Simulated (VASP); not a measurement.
# InP (F-43m) in VASP: single point with PBE

Aim: the single point of InP with PBE.

Everything below comes from runs of VASP 6.6.1. Logs are shortened: lines on timing, memory, paths and dates and some standing lists are left out, and cuts for length are marked.

### Step 1. The cell of the first run

It takes space group F-43m (No. 216, cubic). The conventional cell has a = 5.960 Å, b = 5.960 Å, c = 5.960 Å, α = 90.00°, β = 90.00°, γ = 90.00°. In (site symmetry -43m) has 4 P at 2.58 Å within 3.4 Å. P (site symmetry -43m) has 4 In at 2.58 Å within 3.4 Å.

### Step 2. Single point, PBE

The input, INCAR:

```
SYSTEM = InP
PREC = Accurate
ENCUT = 520
EDIFF = 1E-6
ISMEAR = 0
SIGMA = 0.02
LREAL = Auto
LASPH = .True.
NELM = 60
ALGO = Normal
ISIF = 2
LWAVE = .False.
LCHARG = .True.
GGA = PE
LELF = .True.
LVHAR = .True.
ISYM = 0
NBANDS = 86
```

The input, KPOINTS:

```
Automatic mesh
0
Gamma
  2 2 2
  0.5 0.5 0.5
```

The input, POSCAR:

```
InP
1.0
   -5.9600684150     -5.9600684150      0.0000000000
    0.0000000000     -5.9600684150      5.9600684150
   -5.9600684150      0.0000000000      5.9600684150
In P
8 8
Direct
    0.5000000000      0.0000000000      0.0000000000
    0.0000000000      0.0000000000      0.0000000000
    0.5000000000      0.5000000000      0.0000000000
    0.0000000000      0.5000000000      0.0000000000
    0.5000000000      0.0000000000      0.5000000000
    0.0000000000      0.0000000000      0.5000000000
    0.5000000000      0.5000000000      0.5000000000
    0.0000000000      0.5000000000      0.5000000000
    0.3750000000      0.3750000000      0.3750000000
    0.8750000000      0.3750000000      0.3750000000
    0.3750000000      0.8750000000      0.3750000000
    0.8750000000      0.8750000000      0.3750000000
    0.3750000000      0.3750000000      0.8750000000
    0.8750000000      0.3750000000      0.8750000000
    0.3750000000      0.8750000000      0.8750000000
    0.8750000000      0.8750000000      0.8750000000
```

Potentials or basis: VASP PAW PBE potentials, release 64 (In_d, P).

Command:

```
$ cat potpaw_PBE.64/In_d/POTCAR potpaw_PBE.64/P/POTCAR > POTCAR
$ mpirun -np 1 vasp_std > vasp.out
```

OUTCAR:

```text
SYSTEM = InP
   PREC = Accurate
   ENCUT = 520
   EDIFF = 1E-6
   ISMEAR = 0
   LREAL = Auto
   LASPH = .True.
   NELM = 60
   ISIF = 2
   GGA = PE
   ISYM = 0

 ion  position               nearest neighbor table
   1  0.500  0.000  0.000-  11 2.58  13 2.58  16 2.58  15 2.58
   2  0.000  0.000  0.000-  12 2.58  14 2.58  15 2.58  16 2.58
   3  0.500  0.500  0.000-   9 2.58  14 2.58  15 2.58  13 2.58
   4  0.000  0.500  0.000-  10 2.58  13 2.58  16 2.58  14 2.58
   5  0.500  0.000  0.500-   9 2.58  12 2.58  15 2.58  11 2.58
   6  0.000  0.000  0.500-  10 2.58  11 2.58  16 2.58  12 2.58
[... 8 lines left out ...]
  15  0.375  0.875  0.875-   2 2.58   3 2.58   5 2.58   1 2.58
  16  0.875  0.875  0.875-   1 2.58   4 2.58   6 2.58   2 2.58

IMPORTANT INFORMATION: All symmetrisations will be switched off!
NOSYMM: (Re-)initialisation of all symmetry stuff for point group C_1.

----------------------------------------------------------------------------------------

                                     Primitive cell

  volume of cell :     423.4321

  direct lattice vectors                    reciprocal lattice vectors
    -5.960068415 -5.960068415  0.000000000    -0.083891654 -0.083891654 -0.083891654
     0.000000000 -5.960068415  5.960068415     0.083891654 -0.083891654  0.083891654
    -5.960068415  0.000000000  5.960068415    -0.083891654  0.083891654  0.083891654

  length of vectors
     8.428809585  8.428809585  8.428809585     0.145304608  0.145304608  0.145304608

  position of ions in fractional coordinates (direct lattice)
     0.500000000  0.000000000  0.000000000
     0.000000000  0.000000000  0.000000000
     0.500000000  0.500000000  0.000000000
     0.000000000  0.500000000  0.000000000
     0.500000000  0.000000000  0.500000000
     0.000000000  0.000000000  0.500000000
[... 8 lines left out ...]
     0.375000000  0.875000000  0.875000000
     0.875000000  0.875000000  0.875000000

  ion indices of the primitive-cell ions
   primitive index   ion index
                 1           1
                 2           2
                 3           3
                 4           4
                 5           5
                 6           6
[... 8 lines left out ...]
                15          15
                16          16

----------------------------------------------------------------------------------------

 KPOINTS: Automatic mesh

Automatic generation of k-mesh.
 Grid dimensions read from file:
 generate k-points for:    2    2    2

 Generating k-lattice:

  Cartesian coordinates                     Fractional coordinates (reciprocal lattice)
    -0.041945827 -0.041945827 -0.041945827     0.500000000  0.000000000  0.000000000
     0.041945827 -0.041945827  0.041945827     0.000000000  0.500000000  0.000000000
    -0.041945827  0.041945827  0.041945827     0.000000000  0.000000000  0.500000000

  Length of vectors
     0.072652304  0.072652304  0.072652304

  Shift w.r.t. Gamma in fractional coordinates (k-lattice)
     0.500000000  0.500000000  0.500000000

 Subroutine IBZKPT returns following result:
 ===========================================

 Found     16 irreducible k-points:

 Following reciprocal coordinates:
            Coordinates               Weight
  0.250000  0.250000  0.250000      2.000000
  0.250000  0.000000  0.000000      2.000000
  0.000000  0.000000 -0.250000      2.000000
  0.000000  0.250000  0.000000      2.000000
 -0.250000  0.250000  0.250000      2.000000
  0.250000 -0.250000  0.250000      2.000000
[... 8 lines left out ...]
  0.000000  0.250000  0.500000      2.000000
  0.500000  0.250000  0.000000      2.000000
   k-points           NKPTS =     16   k-points in BZ     NKDIM =     16   number of bands    NBANDS=     86
   number of dos      NEDOS =    301   number of ions     NIONS =     16
   total plane-waves  NPLWV = 262144
   dimension x,y,z NGX =    64 NGY =   64 NGZ =   64
   dimension x,y,z NGXF=   128 NGYF=  128 NGZF=  128
   ions per type =               8   8
   NGX,Y,Z   is equivalent  to a cutoff of  12.62, 12.62, 12.62 a.u.
   NGXF,Y,Z  is equivalent  to a cutoff of  25.25, 25.25, 25.25 a.u.
 SYSTEM =  InP
   PREC   = accura    normal or accurate (medium, high low for compatibility)
   ISTART =      0    job   : 0-new  1-cont  2-samecut
   ICHARG =      2    charge: 1-file 2-atom 10-const
   ISPIN  =      1    spin polarized calculation?
   LNONCOLLINEAR =      F non collinear calculations
   LSORBIT =      F    spin-orbit coupling
   LASPH  =      T    aspherical Exc in radial PAW
   ENCUT  =  520.0 eV  38.22 Ry    6.18 a.u.  15.67 15.67 15.67*2*pi/ulx,y,z
   NELM   =     60;   NELMIN=  2; NELMDL= -5     # of ELM steps
   EDIFF  = 0.1E-05   stopping-criterion for ELM
   LREAL  =      T    real-space projection
   EDIFFG = 0.1E-04   stopping-criterion for IOM
   NSW    =      0    number of steps for IOM
   IBRION =     -1    ionic relax: 0-MD 1-quasi-New 2-CG
   NFREE  =      0    steps in history (QN), initial steepest desc. (CG)
   ISIF   =      2    stress and relaxation
   ISYM   =      0    0-nonsym 1-usesym 2-fastsym
   POTIM  = 0.5000    time-step for ionic-motion
   TEBEG  =    0.0;   TEEND  =   0.0 temperature during run
   PSTRESS=    0.0 pullay stress
   NELECT =     144.0000    total number of electrons
   NUPDOWN=      -1.0000    fix difference up-down
   EMIN   =  10.00;   EMAX   =-10.00  energy-range for DOS
   EFERMI =   0.00;   METHOD = LEGACY
   ISMEAR =     0;   SIGMA  =   0.02  broadening in eV -4-tet -1-fermi 0-gaus
   EFERMI_NEDOS =   21; number of points for ismear=-14 and -15
   IALGO  =     38    algorithm
   IMIX   =      4    mixing-type and parameters
     AMIX     =   0.40;   BMIX     =  1.00
     AMIX_MAG =   1.60;   BMIX_MAG =  1.00
  volume/ion in A,a.u.               =      26.46       178.59
  Fermi-wavevector in a.u.,A,eV,Ry     =   1.142706  2.159401 17.766167  1.305776
  Thomas-Fermi vector in A             =   2.279403
   LORBIT       =      0    0 simple, 1 ext, 2 COOP (PROOUT), +10 PAW based schemes
   GGA     = PE    functional components
   LHFCALC =     F    Hartree Fock is set to
   AEXX    =    0.0000 exact exchange contribution
   IVDW    =     0    specifies the selected vdW correction
   LEPSILON=     F    determine dielectric tensor
   LRPA    =     F    only Hartree local field effects (RPA)
 non-spin polarized calculation
 Gauss-broadening in eV      SIGMA  =   0.02
  energy-cutoff  :      520.00
  volume of cell :      423.43
 maximum number of plane-waves:     11441
 NGX is ok and might be reduce to    64
   NGX = 31   NGY = 31   NGZ = 31

 number of electron     144.0000037 magnetization

 Free energy of the ion-electron system (eV)
  ---------------------------------------------------
  ext. energy  EPLUGINS =         0.00000000
  ---------------------------------------------------
  free energy    TOTEN  =       -67.26914828 eV

  energy without entropy =      -67.26914828  energy(sigma->0) =      -67.26914828

 E-fermi :   4.6084     XC(G=0):  -9.0615

 val. band max:        4.4838333554   @ k =   0.0000   0.0000  -0.2500
 cond. band min:       6.1099687580   @ k =   0.0000   0.2500   0.0000
 fundamental gap:      1.6261354026
 Fermi energy:         4.6084306195

 k-point     1 :       0.2500    0.2500    0.2500
  band No.  band energies     occupation
      1      -9.5842      2.00000
      2      -9.5842      2.00000
      3      -9.5842      2.00000
      4      -9.5411      2.00000
      5      -9.5411      2.00000
      6      -9.5411      2.00000
[... 76 lines left out ...]
     83       7.5669      0.00000
     84       8.8563      0.00000

 k-point     2 :       0.2500    0.0000    0.0000
  band No.  band energies     occupation
      1      -9.5842      2.00000
      2      -9.5842      2.00000
      3      -9.5842      2.00000
      4      -9.5411      2.00000
      5      -9.5411      2.00000
      6      -9.5411      2.00000
[... 1207 lines left out ...]
     83       8.8408      0.00000
     84       8.8408      0.00000

 k-point    16 :       0.5000    0.2500    0.0000
  band No.  band energies     occupation
      1      -9.5662      2.00000
      2      -9.5662      2.00000
      3      -9.5517      2.00000
      4      -9.5497      2.00000
      5      -9.5430      2.00000
      6      -9.5430      2.00000
[... 76 lines left out ...]
     83       8.8408      0.00000
     84       8.8408      0.00000
 [bands above 84 left out]

------------------------ aborting loop because EDIFF is reached ----------------------------------------

  FORCE on cell =-STRESS in cart. coord.  units (eV):
  Direction    XX          YY          ZZ          XY          YZ          ZX
  --------------------------------------------------------------------------------------
  -------------------------------------------------------------------------------------
  Total       -0.0595155     -0.0595115     -0.0594723      0.0000023     -0.0001153      0.0000620
  in kB       -0.2251941     -0.2251790     -0.2250307      0.0000087     -0.0004364      0.0002345
  external PRESSURE =      -0.2251346 kB  Pullay stress =       0.0000000 kB

 VOLUME and BASIS-vectors are now :
 -----------------------------------------------------------------------------
  energy-cutoff  :      520.00
  volume of cell :      423.43
      direct lattice vectors                 reciprocal lattice vectors
    -5.960068415 -5.960068415  0.000000000    -0.083891654 -0.083891654 -0.083891654
     0.000000000 -5.960068415  5.960068415     0.083891654 -0.083891654  0.083891654
    -5.960068415  0.000000000  5.960068415    -0.083891654  0.083891654  0.083891654

 POSITION                                       TOTAL-FORCE (eV/Angst)
 -----------------------------------------------------------------------------------
     -2.98003     -2.98003      0.00000        -0.000000     -0.000003      0.000006
      0.00000      0.00000      0.00000        -0.000006     -0.000000      0.000012
     -2.98003     -5.96007      2.98003         0.000005      0.000005     -0.000005
      0.00000     -2.98003      2.98003        -0.000005     -0.000022      0.000000
     -5.96007     -2.98003      2.98003         0.000005      0.000009     -0.000003
     -2.98003      0.00000      2.98003        -0.000005      0.000010      0.000006
[... 8 lines left out ...]
     -7.45009     -7.45009     10.43012         0.000028      0.000030      0.000036
    -10.43012    -10.43012     10.43012        -0.000021     -0.000037      0.000052
 -----------------------------------------------------------------------------------
    total drift:                                0.000062     -0.000071      0.000060

  FREE ENERGIE OF THE ION-ELECTRON SYSTEM (eV)
  ---------------------------------------------------
  free  energy   TOTEN  =       -67.2691482828 eV

  energy  without entropy=      -67.2691482828  energy(sigma->0) =      -67.26914828
```

Run time: 14 min. Hardware: 1 thread of Intel Xeon Platinum 8488C (Sapphire Rapids), shared host; peak memory 0.75 GiB.

What came out:

- Free energy: -67.2691 eV
- Pressure: 0.0 GPa
- Band gap on the k mesh: 1.63 eV

Caveat: spin-orbit coupling is left out, which moves the levels of the heavy elements. A k mesh can miss the band edges.
